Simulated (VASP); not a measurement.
# TiIn15O24 (a cell with a defect) in VASP: single point with PBE

Aim: the single point of TiIn15O24 (a cell with a defect) with PBE.

Everything below comes from runs of VASP 6.6.1. Logs are shortened: lines on timing, memory, paths and dates and some standing lists are left out, and cuts for length are marked.

### 1 The cell of the first run

The cell holds a defect, 40 atoms: a = 8.014 Å, b = 8.014 Å, c = 8.014 Å, α = 86.99°, β = 86.99°, γ = 86.99°.

### 2 Single point, PBE

File INCAR:

```
PREC = Accurate ; ENCUT = 520
EDIFF = 1E-6 ; ISMEAR = -1
SIGMA = 0.01 ; LREAL = Auto
LASPH = T ; NELM = 100
ALGO = Normal ; ISIF = 2
LWAVE = F ; LCHARG = T
GGA = PE ; LELF = T
LVHAR = T ; NELECT = 350.0
NBANDS = 202
```

File KPOINTS:

```
Automatic mesh
0
Gamma
  3 3 3
```

File POSCAR:

```
TiIn15O24
1.0
   -5.5162086345     -3.1847845401      4.8636867567
    5.5162086345     -3.1847845401      4.8636867567
    0.0000000000      6.3695690801      4.8636867567
Ti In O
1 15 24
Direct
    0.6438989852      0.6438989852      0.6438989852
    0.1421321788      0.1430885245      0.6415161857
    0.1430885245      0.6415161857      0.1421321788
    0.6415161857      0.1421321788      0.1430885245
    0.8595555809      0.8595555809      0.8595555809
    0.3589416207      0.3596459679      0.8545960401
    0.3596459679      0.8545960401      0.3589416207
    0.8545960401      0.3589416207      0.3596459679
    0.3580825633      0.3580825633      0.3580825633
    0.8577683039      0.8580148524      0.3592357902
    0.8580148524      0.3592357902      0.8577683039
    0.3592357902      0.8577683039      0.8580148524
    0.1429584329      0.1429584329      0.1429584329
    0.6396320621      0.6443112548      0.1364387555
    0.6443112548      0.1364387555      0.6396320621
    0.1364387555      0.6396320621      0.6443112548
    0.6018979017      0.2481733712      0.3988156193
    0.1032808543      0.7487284783      0.4009956283
    0.1019234748      0.2500891013      0.8971880982
    0.6048929017      0.7471504512      0.8873777767
    0.2481733712      0.3988156193      0.6018979017
    0.7471504512      0.8873777767      0.6048929017
    0.7487284783      0.4009956283      0.1032808543
    0.2500891013      0.8971880982      0.1019234748
    0.3988156193      0.6018979017      0.2481733712
    0.8971880982      0.1019234748      0.2500891013
    0.8873777767      0.6048929017      0.7471504512
    0.4009956283      0.1032808543      0.7487284783
    0.4267928224      0.7367589305      0.6007006189
    0.8947373566      0.2480696150      0.6035295519
    0.8953156928      0.7466225032      0.1058143292
    0.3987397064      0.2530509807      0.0995371364
    0.6007006189      0.4267928224      0.7367589305
    0.1058143292      0.8953156928      0.7466225032
    0.0995371364      0.3987397064      0.2530509807
    0.6035295519      0.8947373566      0.2480696150
    0.7367589305      0.6007006189      0.4267928224
    0.2530509807      0.0995371364      0.3987397064
    0.2480696150      0.6035295519      0.8947373566
    0.7466225032      0.1058143292      0.8953156928
```

Potentials or basis: VASP PAW PBE potentials, release 64 (Ti_sv, In_d, O).

Command:

```
cat potpaw_PBE.64/Ti_sv/POTCAR potpaw_PBE.64/In_d/POTCAR potpaw_PBE.64/O/POTCAR > POTCAR
mpirun -np 1 vasp_std > vasp.out
```

OUTCAR:

```text
PREC = Accurate
   ENCUT = 520
   EDIFF = 1E-6
   ISMEAR = -1
   LREAL = Auto
   LASPH = T
   NELM = 100
   ISIF = 2
   GGA = PE
   NELECT = 350.0

 ion  position               nearest neighbor table
   1  0.644  0.644  0.644-  29 1.90  37 1.90  33 1.90  27 2.16  20 2.16  22 2.16   5 3.15  11 3.25
                            12 3.25  10 3.25
   2  0.142  0.143  0.642-  38 2.13  30 2.14  34 2.14  21 2.26  19 2.26  28 2.29   6 3.14   9 3.26
                            11 3.27  12 3.28   5 3.61   8 3.62   7 3.64  16 3.98  15 3.99  13 4.00
   3  0.143  0.642  0.142-  35 2.13  39 2.14  31 2.14  25 2.26  24 2.26  18 2.29   7 3.14   9 3.26
                            12 3.27  10 3.28   5 3.61   6 3.62   8 3.64  14 3.98  16 3.99  13 4.00
   4  0.642  0.142  0.143-  32 2.13  36 2.14  40 2.14  17 2.26  26 2.26  23 2.29   8 3.14   9 3.26
                            10 3.27  11 3.28   5 3.61   7 3.62   6 3.64  15 3.98  14 3.99  13 4.00
   5  0.860  0.860  0.860-  40 2.15  31 2.15  34 2.15  27 2.27  22 2.27  20 2.27   1 3.15  16 3.24
                            15 3.24  14 3.24   3 3.61   4 3.61   2 3.61  10 4.00  12 4.00  11 4.00
   6  0.359  0.360  0.855-  32 2.13  39 2.14  33 2.19  21 2.25  28 2.27  19 2.28   2 3.14  16 3.25
                            13 3.29  15 3.30   3 3.62   4 3.64   9 3.98  12 3.99  11 4.00  11 4.01
   7  0.360  0.855  0.359-  38 2.13  36 2.14  29 2.19  25 2.25  18 2.27  24 2.28   3 3.14  14 3.25
                            13 3.29  16 3.30   4 3.62   2 3.64   9 3.98  10 3.99  12 4.00  12 4.01
   8  0.855  0.359  0.360-  35 2.13  30 2.14  37 2.19  17 2.25  23 2.27  26 2.28   4 3.14  15 3.25
                            13 3.29  14 3.30   2 3.62   3 3.64   9 3.98  11 3.99  10 4.00  10 4.01
   9  0.358  0.358  0.358-  17 2.13  21 2.13  25 2.13  35 2.28  32 2.28  38 2.28  13 3.14   4 3.26
[... 37 lines left out ...]
  39  0.248  0.604  0.895-   6 2.14   3 2.14  16 2.24  12 2.27
  40  0.747  0.106  0.895-   4 2.14   5 2.15  15 2.24  11 2.26

  LATTYP: Found a trigonal (rhomboedric) cell.
 ALAT       =     8.0141661533
 COS(alpha) =     0.0524662700

  Lattice vectors:

 A1 = (  -5.5162086345,  -3.1847845401,   4.8636867567)
 A2 = (   5.5162086345,  -3.1847845401,   4.8636867567)
 A3 = (   0.0000000000,   6.3695690801,   4.8636867567)

Analysis of symmetry for initial positions (statically):
=====================================================================
 Subroutine PRICEL returns:
 Original cell was already a primitive cell.

 Routine SETGRP: Setting up the symmetry group for a
 trigonal (rhombohedral) supercell.

 Subroutine GETGRP returns: Found  3 space group operations
 (whereof  3 operations were pure point group operations)
 out of a pool of 12 trial point group operations.

The static configuration has the point symmetry C_3 .

Analysis of symmetry for dynamics (positions and initial velocities):
=====================================================================
 Subroutine PRICEL returns:
 Original cell was already a primitive cell.

 Routine SETGRP: Setting up the symmetry group for a
 trigonal (rhombohedral) supercell.

 Subroutine GETGRP returns: Found  3 space group operations
 (whereof  3 operations were pure point group operations)
 out of a pool of 12 trial point group operations.

The dynamic configuration has the point symmetry C_3 .

 Subroutine INISYM returns: Found  3 space group operations
 (whereof  3 operations are pure point group operations),
 and found     1 'primitive' translations

----------------------------------------------------------------------------------------

                                     Primitive cell

  volume of cell :     512.6696

  direct lattice vectors                    reciprocal lattice vectors
    -5.516208634 -3.184784540  4.863686757    -0.090641967 -0.052332164  0.068535115
     5.516208634 -3.184784540  4.863686757     0.090641967 -0.052332164  0.068535115
     0.000000000  6.369569080  4.863686757     0.000000000  0.104664328  0.068535115

  length of vectors
     8.014166153  8.014166153  8.014166153     0.125106689  0.125106689  0.125106689

  position of ions in fractional coordinates (direct lattice)
     0.643898985  0.643898985  0.643898985
     0.142132179  0.143088525  0.641516186
     0.143088525  0.641516186  0.142132179
     0.641516186  0.142132179  0.143088525
     0.859555581  0.859555581  0.859555581
     0.358941621  0.359645968  0.854596040
[... 32 lines left out ...]
     0.248069615  0.603529552  0.894737357
     0.746622503  0.105814329  0.895315693

  ion indices of the primitive-cell ions
   primitive index   ion index
                 1           1
                 2           2
                 3           3
                 4           4
                 5           5
                 6           6
[... 32 lines left out ...]
                39          39
                40          40

----------------------------------------------------------------------------------------

 KPOINTS: Automatic mesh

Automatic generation of k-mesh.
 Grid dimensions read from file:
 generate k-points for:    3    3    3

 Generating k-lattice:

  Cartesian coordinates                     Fractional coordinates (reciprocal lattice)
    -0.030213989 -0.017444055  0.022845038     0.333333333 -0.000000000 -0.000000000
     0.030213989 -0.017444055  0.022845038    -0.000000000  0.333333333 -0.000000000
     0.000000000  0.034888109  0.022845038    -0.000000000 -0.000000000  0.333333333

  Length of vectors
     0.041702230  0.041702230  0.041702230

  Shift w.r.t. Gamma in fractional coordinates (k-lattice)
     0.000000000  0.000000000  0.000000000

 Subroutine IBZKPT returns following result:
 ===========================================

 Found      6 irreducible k-points:

 Following reciprocal coordinates:
            Coordinates               Weight
  0.000000  0.000000  0.000000      1.000000
  0.333333  0.000000  0.000000      6.000000
  0.333333  0.333333  0.000000      6.000000
 -0.333333  0.333333  0.000000      6.000000
  0.333333  0.333333  0.333333      2.000000
 -0.333333  0.333333  0.333333      6.000000
   k-points           NKPTS =      6   k-points in BZ     NKDIM =      6   number of bands    NBANDS=    202
   number of dos      NEDOS =    301   number of ions     NIONS =     40
   total plane-waves  NPLWV = 216000
   dimension x,y,z NGX =    60 NGY =   60 NGZ =   60
   dimension x,y,z NGXF=   120 NGYF=  120 NGZF=  120
   ions per type =               1  15  24
   NGX,Y,Z   is equivalent  to a cutoff of  12.45, 12.45, 12.45 a.u.
   NGXF,Y,Z  is equivalent  to a cutoff of  24.89, 24.89, 24.89 a.u.
 SYSTEM =  unknown system
   PREC   = accura    normal or accurate (medium, high low for compatibility)
   ISTART =      0    job   : 0-new  1-cont  2-samecut
   ICHARG =      2    charge: 1-file 2-atom 10-const
   ISPIN  =      1    spin polarized calculation?
   LNONCOLLINEAR =      F non collinear calculations
   LSORBIT =      F    spin-orbit coupling
   LASPH  =      T    aspherical Exc in radial PAW
   ENCUT  =  520.0 eV  38.22 Ry    6.18 a.u.  14.90 14.90 14.90*2*pi/ulx,y,z
   NELM   =    100;   NELMIN=  2; NELMDL= -5     # of ELM steps
   EDIFF  = 0.1E-05   stopping-criterion for ELM
   LREAL  =      T    real-space projection
   EDIFFG = 0.1E-04   stopping-criterion for IOM
   NSW    =      0    number of steps for IOM
   IBRION =     -1    ionic relax: 0-MD 1-quasi-New 2-CG
   NFREE  =      0    steps in history (QN), initial steepest desc. (CG)
   ISIF   =      2    stress and relaxation
   ISYM   =      2    0-nonsym 1-usesym 2-fastsym
   POTIM  = 0.5000    time-step for ionic-motion
   TEBEG  =    0.0;   TEEND  =   0.0 temperature during run
   PSTRESS=    0.0 pullay stress
   NELECT =     350.0000    total number of electrons
   NUPDOWN=      -1.0000    fix difference up-down
   EMIN   =  10.00;   EMAX   =-10.00  energy-range for DOS
   EFERMI =   0.00;   METHOD = LEGACY
   ISMEAR =    -1;   SIGMA  =   0.01  broadening in eV -4-tet -1-fermi 0-gaus
   EFERMI_NEDOS =   21; number of points for ismear=-14 and -15
   IALGO  =     38    algorithm
   IMIX   =      4    mixing-type and parameters
     AMIX     =   0.40;   BMIX     =  1.00
     AMIX_MAG =   1.60;   BMIX_MAG =  1.00
  volume/ion in A,a.u.               =      12.82        86.49
  Fermi-wavevector in a.u.,A,eV,Ry     =   1.441512  2.724063 28.272326  2.077957
  Thomas-Fermi vector in A             =   2.560136
   LORBIT       =      0    0 simple, 1 ext, 2 COOP (PROOUT), +10 PAW based schemes
   GGA     = PE    functional components
   LHFCALC =     F    Hartree Fock is set to
   AEXX    =    0.0000 exact exchange contribution
   IVDW    =     0    specifies the selected vdW correction
   LEPSILON=     F    determine dielectric tensor
   LRPA    =     F    only Hartree local field effects (RPA)
 non-spin polarized calculation
  energy-cutoff  :      520.00
  volume of cell :      512.67
 maximum number of plane-waves:     13819
   NGX = 29   NGY = 29   NGZ = 29

 number of electron     350.0000140 magnetization

 Free energy of the ion-electron system (eV)
  ---------------------------------------------------
  ext. energy  EPLUGINS =         0.00000000
  ---------------------------------------------------
  free energy    TOTEN  =      -238.33716628 eV

  energy without entropy =     -238.33716628  energy(sigma->0) =     -238.33716628

 E-fermi :   5.7097     XC(G=0): -11.0938

 val. band max:        5.2765942075   @ k =  -0.3333   0.3333   0.0000
 cond. band min:       6.6338326073   @ k =   0.0000   0.0000   0.0000
 fundamental gap:      1.3572383999
 Fermi energy:         5.7096850957

 k-point     1 :       0.0000    0.0000    0.0000
  band No.  band energies     occupation
      1     -50.9829      2.00000
      2     -27.2334      2.00000
      3     -27.2334      2.00000
      4     -27.2117      2.00000
      5     -12.1882      2.00000
      6     -11.7864      2.00000
[... 1129 lines left out ...]
    186      10.7607      0.00000
    187      10.8396      0.00000
 [bands above 187 left out]

------------------------ aborting loop because EDIFF is reached ----------------------------------------

  FORCE on cell =-STRESS in cart. coord.  units (eV):
  Direction    XX          YY          ZZ          XY          YZ          ZX
  --------------------------------------------------------------------------------------
  -------------------------------------------------------------------------------------
  Total       -1.1312218     -1.1312218     -2.6397649     -0.0000002      0.0000000      0.0000000
  in kB       -3.5352550     -3.5352550     -8.2497016     -0.0000007      0.0000000      0.0000000
  external PRESSURE =      -5.1067372 kB  Pullay stress =       0.0000000 kB

 VOLUME and BASIS-vectors are now :
 -----------------------------------------------------------------------------
  energy-cutoff  :      520.00
  volume of cell :      512.67
      direct lattice vectors                 reciprocal lattice vectors
    -5.516208634 -3.184784540  4.863686757    -0.090641967 -0.052332164  0.068535115
     5.516208634 -3.184784540  4.863686757     0.090641967 -0.052332164  0.068535115
     0.000000000  6.369569080  4.863686757     0.000000000  0.104664328  0.068535115

 POSITION                                       TOTAL-FORCE (eV/Angst)
 -----------------------------------------------------------------------------------
      0.00000     -0.00000      9.39517         0.000000     -0.000000      0.086276
      0.00528      3.17782      4.50736        -0.003347      0.011560     -0.001508
      2.74943     -1.59348      4.50736         0.011685     -0.002881     -0.001508
     -2.75471     -1.58434      4.50736        -0.008338     -0.008679     -0.001508
      0.00000     -0.00000     12.54183         0.000000      0.000000     -0.026425
      0.00389      3.15486      7.65147        -0.008007      0.012607     -0.015580
[... 32 lines left out ...]
      1.96079      2.98693      8.49363         0.009568     -0.010613      0.014865
     -3.53483      2.98795      8.50052         0.009244     -0.005486      0.007475
 -----------------------------------------------------------------------------------
    total drift:                                0.000001      0.000002     -0.095236

  FREE ENERGIE OF THE ION-ELECTRON SYSTEM (eV)
  ---------------------------------------------------
  free  energy   TOTEN  =      -238.3371662837 eV

  energy  without entropy=     -238.3371662837  energy(sigma->0) =     -238.33716628
```

Run time: 17 min. Hardware: 1 thread of Intel Xeon Platinum 8259CL at 2.50GHz (Skylake/Cascade Lake), shared host; peak memory 0.72 GiB.

Results:

```yaml
Free_energy: -238.3372 eV
Largest_force: 0.086 eV/Å
```

Forces in eV/Å, atoms in the order of the input:
```
Ti   0.000  0.000  0.086
In  -0.003  0.012 -0.002
In   0.012 -0.003 -0.002
In  -0.008 -0.009 -0.002
In   0.000  0.000 -0.026
In  -0.008  0.013 -0.016
In   0.015  0.001 -0.016
In  -0.007 -0.013 -0.016
In   0.000  0.000 -0.013
In   0.000 -0.023 -0.007
In  -0.020  0.011 -0.007
In   0.020  0.012 -0.007
In   0.000  0.000 -0.006
In  -0.002  0.008  0.017
In   0.008 -0.002  0.017
In  -0.006 -0.006  0.017
O   -0.008 -0.008 -0.005
O   -0.011 -0.004  0.003
O   -0.012 -0.014  0.001
O   -0.009 -0.013 -0.007
O   -0.003  0.010 -0.005
O   -0.007  0.014 -0.007
O    0.002  0.011  0.003
O   -0.006  0.017  0.001
O    0.010 -0.003 -0.005
O    0.018 -0.004  0.001
O    0.016 -0.001 -0.007
O    0.009 -0.008  0.003
O    0.049  0.018 -0.018
O    0.004  0.014  0.015
O    0.000  0.011  0.007
O    0.008  0.011 -0.002
O   -0.040  0.033 -0.018
O   -0.009 -0.005  0.007
O   -0.013  0.001 -0.002
O   -0.014 -0.003  0.015
O   -0.009 -0.051 -0.018
O    0.006 -0.012 -0.002
O    0.010 -0.011  0.015
O    0.009 -0.005  0.007
```

Levels at points of the mesh, in eV from the Fermi level:
```
           k point  band 173  band 174  band 175  band 176  band 177  band 178
(0.00, 0.00, 0.00)     -0.45     -0.44     -0.44      0.92      3.03      3.03
```

Caveat: the cell carries a net charge on a neutralising background, which shifts energy and pressure; the cell is charged against a uniform background, so pressure and absolute levels hang on convention; spin-orbit coupling is left out, which moves the levels of the heavy elements.
